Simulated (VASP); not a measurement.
La:

```
La
1.0
     3.77000    0.00000    0.00000
    -1.88500    3.26492    0.00000
     0.00000    0.00000   12.15900
La
4
Cartesian
  0.0000 0.0000 0.0000
  0.0000 0.0000 6.0795
  0.0000 2.1766 9.1193
  1.8850 1.0883 3.0398
```

* Program: VASP 6.6.1
* Task: relaxation of cell and atoms
* Functional: pbe exchange, lda correlation
* Potentials or basis: VASP PAW PBE potentials, release 64 (La)
* Cutoff: 500 eV
* k mesh: 8 × 8 × 2
* Occupations: gaussian, width 0.05 eV
* Spin: no spin polarisation

At the start: pressure 3.1 GPa; volume 37.42 Å³/atom.

Q: How do energy, volume and symmetry change on relaxing?

A: Over 6 steps the energy falls by 38.1 meV/atom and the volume is 41.64 Å³/atom (+11.3 %); space group P6_3/mmc (No. 194, to 0.1 Å) before and after.

The path:
```tsv
step	energy change (eV)	largest force (eV/Å)	pressure (GPa)	volume (Å³)
1	0.0000	0.0000	3.06	149.66
2	-0.1512	0.0000	0.16	165.68
3	-0.1517	0.0000	-0.01	166.82
4	-0.1517	0.0000	0.05	166.46
5	-0.1521	0.0000	0.04	166.49
6	-0.1523	0.0000	0.02	166.57
```

Final structure:
```
La
1.0
     3.89265    0.00000    0.00000
    -1.94632    3.37113    0.00000
     0.00000    0.00000   12.69310
La
4
Direct
  0.00000 0.00000 0.00000
  0.00000 0.00000 0.50000
  0.33333 0.66667 0.75000
  0.66667 0.33333 0.25000
```

Caveat: the PAW data sets were made with another functional, which shifts forces and pressure a little.
